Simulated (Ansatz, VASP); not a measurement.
**HfO2 in VASP and in Ansatz**

```
Hf O
1.0
     2.52916   -2.52916    0.00000
     2.52916    0.00000   -2.52916
     5.20266    5.20266    5.20266
Hf O
3 6
Direct
  0.00000 0.00000 0.81023
  0.33333 0.33333 0.48614
  0.66667 0.66667 0.16206
  0.66667 0.66667 0.40512
  0.00000 0.00000 0.08104
  0.33333 0.33333 0.72921
  0.66667 0.66667 0.89125
  0.00000 0.00000 0.56717
  0.33333 0.33333 0.24308
```

Alike in both runs: task single point; functional r2SCAN; k mesh 7 × 7 × 3; occupations gaussian, width 0.05 eV; no spin polarisation.

```csv
,VASP,Ansatz
version,VASP 6.6.1,Ansatz 0.2.0
potentials or method,"VASP PAW PBE potentials, release 64 (Hf_pv, O), cutoff 520 eV","scalar-relativistic, plane waves, PAW"
valence electrons in the cell,66,114
```

|  | VASP | Ansatz | Ansatz less VASP |
| --- | --- | --- | --- |
| gap on the k mesh at the Fermi level (eV) | 4.44 | 4.44 | -0.006 |
| least direct gap on the mesh (eV) | 4.55 | 4.54 | -0.007 |
| pressure (GPa) | -9.0 | -5.2 | +3.74 |
| traceless stress, the component that is largest in VASP (GPa) | -0.99 | -1.15 | -0.164 |
| rms of the force components (eV/Å) | 0.243 | 0.269 | +0.0258 |

VASP's potentials were made for PBE, not for r2SCAN. Atom by atom the forces differ by 0.028 eV/Å (rms over components). VASP's potentials hold 66 valence electrons a cell and Ansatz's 114, so a difference there can come from the potentials and not from the codes.

Neither program's run includes spin-orbit coupling.
